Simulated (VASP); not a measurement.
# Ca (P1) in VASP: a series of runs

The runs below take Ca through single point, with PBEsol.

Program: VASP 6.6.1. These are calculated values, not measurements. Logs are shortened: lines on timing, memory, paths and dates and some standing lists are left out, and cuts for length are marked.

## (1) The cell of the first run

The typed cell holds 7 atoms: a = 7.629 Å, b = 7.629 Å, c = 7.629 Å, α = 109.36°, β = 109.36°, γ = 109.69°.

## (2) Single point, PBEsol

INCAR reads:

```
ALGO     = Normal         # electronic algorithm
EDIFF    = 1E-6           # SCF threshold, eV
ENCUT    = 520            # plane-wave cutoff, eV
GGA      = PS             # functional
ISIF     = 2              # what is computed and relaxed
ISMEAR   = -1             # smearing method
LASPH    = T              # aspherical terms in the spheres
LCHARG   = F              # write CHGCAR
LREAL    = F              # projectors in reciprocal space
LWAVE    = F              # write WAVECAR
NBANDS   = 44             # bands
NELM     = 80             # most SCF steps
PREC     = Accurate       # precision mode
SIGMA    = 0.1            # smearing width, eV
```

KPOINTS reads:

```
k-points
0
Gamma
  2 2 2
```

POSCAR reads:

```
Ca
1.0
   -4.4104100000      4.4104100000      4.3922300000
    4.4104100000     -4.4104100000      4.3922300000
    4.4104100000      4.4104100000     -4.3922300000
Ca
7
Direct
    0.2505028510      0.2476554967      0.4184796878
    0.2498829281      0.7523051519      0.0048102104
    0.2499852312      0.7684803371      0.5023639526
    0.7485768973      0.2498885667      0.0028072220
    0.7720923540      0.2513422423      0.5031002787
    0.7276340172      0.7291355782     -0.0188459803
    0.7513257217      0.7511928542      0.5039513333
```

Potentials or basis: VASP PAW PBE potentials, release 64 (Ca_sv).

The run is started by

```console
cat potpaw_PBE.64/Ca_sv/POTCAR > POTCAR
mpirun -np 1 vasp_std > vasp.out
```

OUTCAR:

```text
EDIFF = 1E-6
   ENCUT = 520
   GGA = PS
   ISIF = 2
   ISMEAR = -1
   LASPH = T
   LREAL = F
   NELM = 80
   PREC = Accurate

 ion  position               nearest neighbor table
   1  0.251  0.248  0.418-
   2  0.250  0.752  0.005-
   3  0.250  0.768  0.502-
   4  0.749  0.250  0.003-
   5  0.772  0.251  0.503-
   6  0.728  0.729  0.981-
   7  0.751  0.751  0.504-

  LATTYP: Found a body centered tetragonal cell.
 ALAT       =     8.8208200000
 C/A-ratio  =     0.9958779343

  Lattice vectors:

 A1 = (  -4.4104100000,   4.4104100000,   4.3922300000)
 A2 = (   4.4104100000,  -4.4104100000,   4.3922300000)
 A3 = (   4.4104100000,   4.4104100000,  -4.3922300000)

Analysis of symmetry for initial positions (statically):
=====================================================================
 Subroutine PRICEL returns:
 Original cell was already a primitive cell.

 Routine SETGRP: Setting up the symmetry group for a
 body centered tetragonal supercell.

 Subroutine GETGRP returns: Found  1 space group operations
 (whereof  1 operations were pure point group operations)
 out of a pool of 16 trial point group operations.

The static configuration has the point symmetry C_1 .

Analysis of symmetry for dynamics (positions and initial velocities):
=====================================================================
 Subroutine PRICEL returns:
 Original cell was already a primitive cell.

 Routine SETGRP: Setting up the symmetry group for a
 body centered tetragonal supercell.

 Subroutine GETGRP returns: Found  1 space group operations
 (whereof  1 operations were pure point group operations)
 out of a pool of 16 trial point group operations.

The dynamic configuration has the point symmetry C_1 .

 Subroutine INISYM returns: Found  1 space group operations
 (whereof  1 operations are pure point group operations),
 and found     1 'primitive' translations

----------------------------------------------------------------------------------------

                                     Primitive cell

[... 79 lines left out ...]
   LSORBIT =      F    spin-orbit coupling
   LASPH  =      T    aspherical Exc in radial PAW
   ENCUT  =  520.0 eV  38.22 Ry    6.18 a.u.  14.18 14.18 14.18*2*pi/ulx,y,z
   NELM   =     80;   NELMIN=  2; NELMDL= -5     # of ELM steps
   EDIFF  = 0.1E-05   stopping-criterion for ELM
   LREAL  =      F    real-space projection
   EDIFFG = 0.1E-04   stopping-criterion for IOM
   NSW    =      0    number of steps for IOM
   IBRION =     -1    ionic relax: 0-MD 1-quasi-New 2-CG
   NFREE  =      0    steps in history (QN), initial steepest desc. (CG)
   ISIF   =      2    stress and relaxation
   ISYM   =      2    0-nonsym 1-usesym 2-fastsym
   POTIM  = 0.5000    time-step for ionic-motion
   TEBEG  =    0.0;   TEEND  =   0.0 temperature during run
   PSTRESS=    0.0 pullay stress
   NELECT =      70.0000    total number of electrons
   NUPDOWN=      -1.0000    fix difference up-down
   EMIN   =  10.00;   EMAX   =-10.00  energy-range for DOS
   EFERMI =   0.00;   METHOD = LEGACY
   ISMEAR =    -1;   SIGMA  =   0.10  broadening in eV -4-tet -1-fermi 0-gaus
   EFERMI_NEDOS =   21; number of points for ismear=-14 and -15
   IALGO  =     38    algorithm
   IMIX   =      4    mixing-type and parameters
     AMIX     =   0.40;   BMIX     =  1.00
     AMIX_MAG =   1.60;   BMIX_MAG =  1.00
  volume/ion in A,a.u.               =      48.82       329.46
  Fermi-wavevector in a.u.,A,eV,Ry     =   0.965028  1.823638 12.670817  0.931279
  Thomas-Fermi vector in A             =   2.094710
   LORBIT       =      0    0 simple, 1 ext, 2 COOP (PROOUT), +10 PAW based schemes
   GGA     = PS    functional components
   LHFCALC =     F    Hartree Fock is set to
   AEXX    =    0.0000 exact exchange contribution
   IVDW    =     0    specifies the selected vdW correction
   LEPSILON=     F    determine dielectric tensor
   LRPA    =     F    only Hartree local field effects (RPA)
 non-spin polarized calculation
  energy-cutoff  :      520.00
  volume of cell :      341.75
 maximum number of plane-waves:      9228
 NGX is ok and might be reduce to    60
   NGX = 29   NGY = 29   NGZ = 29

 number of electron      70.0000000 magnetization

 Free energy of the ion-electron system (eV)
  ---------------------------------------------------
  ext. energy  EPLUGINS =         0.00000000
  ---------------------------------------------------
  free energy    TOTEN  =       -13.88023471 eV

  energy without entropy =      -13.56608015  energy(sigma->0) =      -13.72315743

 E-fermi :   1.3260     XC(G=0):  -7.2998

 val. band max:        1.3187900953   @ k =   0.5000   0.0000   0.5000
 cond. band min:       1.4461966528   @ k =   0.0000   0.0000   0.5000
 fundamental gap:      0.1274065575
 Fermi energy:         1.3259870583

 k-point     1 :       0.0000    0.0000    0.0000
  band No.  band energies     occupation
      1     -40.8803      2.00000
      2     -40.8634      2.00000
      3     -40.8622      2.00000
      4     -40.8566      2.00000
      5     -40.6689      2.00000
      6     -40.6624      2.00000
[... 365 lines left out ...]
     43       2.6890      0.00000
     44       2.7408      0.00000

------------------------ aborting loop because EDIFF is reached ----------------------------------------

  FORCE on cell =-STRESS in cart. coord.  units (eV):
  Direction    XX          YY          ZZ          XY          YZ          ZX
  --------------------------------------------------------------------------------------
  -------------------------------------------------------------------------------------
  Total       -2.3094138     -2.4055641     -2.4138345      0.0023040     -0.0167951     -0.0006699
  in kB      -10.8270302    -11.2778033    -11.3165768      0.0108018     -0.0787392     -0.0031407
  external PRESSURE =     -11.1404701 kB  Pullay stress =       0.0000000 kB

 VOLUME and BASIS-vectors are now :
 -----------------------------------------------------------------------------
  energy-cutoff  :      520.00
  volume of cell :      341.75
      direct lattice vectors                 reciprocal lattice vectors
    -4.410410000  4.410410000  4.392230000     0.000000000  0.113368145  0.113837390
     4.410410000 -4.410410000  4.392230000     0.113368145  0.000000000  0.113837390
     4.410410000  4.410410000 -4.392230000     0.113368145  0.113368145  0.000000000

 POSITION                                       TOTAL-FORCE (eV/Angst)
 -----------------------------------------------------------------------------------
      1.83311      1.85822      0.34997         0.045602      0.023861     -0.034214
      2.23710     -2.19467      4.38071         0.004088     -0.018929      0.018199
      4.50241     -0.07114      2.26684        -0.003205     -0.000077      0.003080
     -2.18704      2.21180      4.37316        -0.020027      0.014335      0.019470
     -0.07784      4.51560      2.28543        -0.002736      0.002973      0.004168
      4.33391      4.32067      2.08901        -0.005550     -0.004430     -0.001630
      2.22205      2.22322      4.38594        -0.018172     -0.017732     -0.009074
 -----------------------------------------------------------------------------------
    total drift:                               -0.000270     -0.000190      0.000147

  FREE ENERGIE OF THE ION-ELECTRON SYSTEM (eV)
  ---------------------------------------------------
  free  energy   TOTEN  =       -13.8802347140 eV

  energy  without entropy=      -13.5660801514  energy(sigma->0) =      -13.72315743
```

stdout:

```text
POSCAR found type information on POSCAR Ca
 POSCAR found :  1 types and       7 ions
 scaLAPACK will be used
 -----------------------------------------------------------------------------
|                                                                             |
|                                                                             |
|     You enforced a specific xc type in the INCAR file but a different       |
|     I HOPE YOU KNOW WHAT YOU ARE DOING!                                     |
|                                                                             |
 -----------------------------------------------------------------------------

 LDA part: xc-table for (Slater+PW92), standard interpolation
 POSCAR, INCAR and KPOINTS ok, starting setup
 FFT: planning ... GRIDC
 FFT: planning ... GRID_SOFT
 FFT: planning ... GRID
 WAVECAR not read
 entering main loop
```

Wall time 1.7 min (1 thread of Intel Xeon 6975P-C (Granite Rapids), shared host); peak memory 0.49 GiB.

What came out:

```
Free energy            : -13.8802 eV
Pressure               : -1.1 GPa
Largest force          : 0.062 eV/Å
Band gap on the k mesh : zero (bands 35 and 36 overlap by 0.51 eV)
```

Forces in eV/Å, atoms in the order of the input:
```
Ca   0.046  0.024 -0.034
Ca   0.004 -0.019  0.018
Ca  -0.003  0.000  0.003
Ca  -0.020  0.014  0.019
Ca  -0.003  0.003  0.004
Ca  -0.006 -0.004 -0.002
Ca  -0.018 -0.018 -0.009
```

Caveat: the k points lie up to 0.50 Å⁻¹ apart, too coarse for converged energies and pressures of a metal; the PAW data sets were made with another functional, which shifts forces and pressure a little.

## (3) Single point, PBEsol

INCAR reads:

```
  PREC = Accurate
  ENCUT = 520
  EDIFF = 1E-6
  ISMEAR = -1
  SIGMA = 0.1
  LREAL = False
  LASPH = True
  NELM = 60
  ALGO = Normal
  ISIF = 2
  LWAVE = False
  LCHARG = True
  GGA = PS
  LELF = True
  LVHAR = True
  NBANDS = 44
```

KPOINTS reads:

```
Automatic mesh
0
Gamma
  2 2 2
```

POSCAR reads:

```
Ca
1.0
   -4.4104100000      4.4104100000      4.3922300000
    4.4104100000     -4.4104100000      4.3922300000
    4.4104100000      4.4104100000     -4.3922300000
Ca
7
Direct
    0.2506704566      0.2476438673      0.3346742140
    0.2495826719      0.7387706385      0.0045346124
    0.2501967841      0.7778609922      0.5007862081
    0.7365280875      0.2497926139      0.0038298027
    0.7789886319      0.2509316032      0.5004645827
    0.7197119651      0.7206509935     -0.0285972279
    0.7643214028      0.7643492913      0.5176412170
```

Potentials or basis: VASP PAW PBE potentials, release 64 (Ca_sv).

The run is started by

```console
cat potpaw_PBE.64/Ca_sv/POTCAR > POTCAR
mpirun -np 1 vasp_std > vasp.out
```

It took 81 s on 1 thread of Intel Xeon 6975P-C (Granite Rapids), shared host; peak memory 0.49 GiB.

It converged, with:

| Quantity | Value |
| --- | --- |
| Free energy | -13.8240 eV |
| Pressure | -1.2 GPa |
| Largest force | 0.091 eV/Å |
| Band gap on the k mesh | zero (bands 35 and 36 overlap by 0.46 eV) |

Forces in eV/Å, atoms in the order of the input:
```
Ca   0.076  0.025 -0.042
Ca  -0.018 -0.010  0.007
Ca   0.001 -0.009  0.014
Ca  -0.016 -0.001  0.016
Ca  -0.014  0.025  0.017
Ca  -0.019 -0.018 -0.016
Ca  -0.010 -0.013  0.005
```

Stress tensor (GPa, compression positive):
```
-1.18 -0.05  0.05
-0.05 -1.21  0.04
 0.05  0.04 -1.23
```

Levels at points of the mesh, in eV from the Fermi level:
```csv
k point,band 32,band 33,band 34,band 35,band 36,band 37
"(0.00, 0.00, 0.00)",-0.70,-0.70,-0.58,-0.19,-0.05,-0.05
"(0.50, 0.00, 0.00)",-1.03,-0.83,-0.68,-0.08,0.15,0.28
"(0.50, 0.00, 0.50)",-0.99,-0.94,-0.61,0.05,0.13,0.23
"(0.00, 0.50, 0.50)",-0.99,-0.94,-0.62,0.04,0.13,0.23
"(0.00, 0.50, 0.00)",-1.03,-0.83,-0.68,-0.09,0.14,0.28
"(0.50, 0.50, 0.00)",-1.02,-0.82,-0.67,-0.09,0.13,0.27
"(0.00, 0.00, 0.50)",-0.99,-0.94,-0.61,0.04,0.12,0.23
"(0.50, 0.50, 0.50)",-1.84,-1.82,-1.15,0.42,0.42,0.46
```

Caveat: the k points lie up to 0.50 Å⁻¹ apart; the PAW data sets were made with another functional, which shifts forces and pressure a little.

(Continued in part 2 of 2.)

The gap in the log of VASP goes by the Fermi energy; the results here count the filled bands.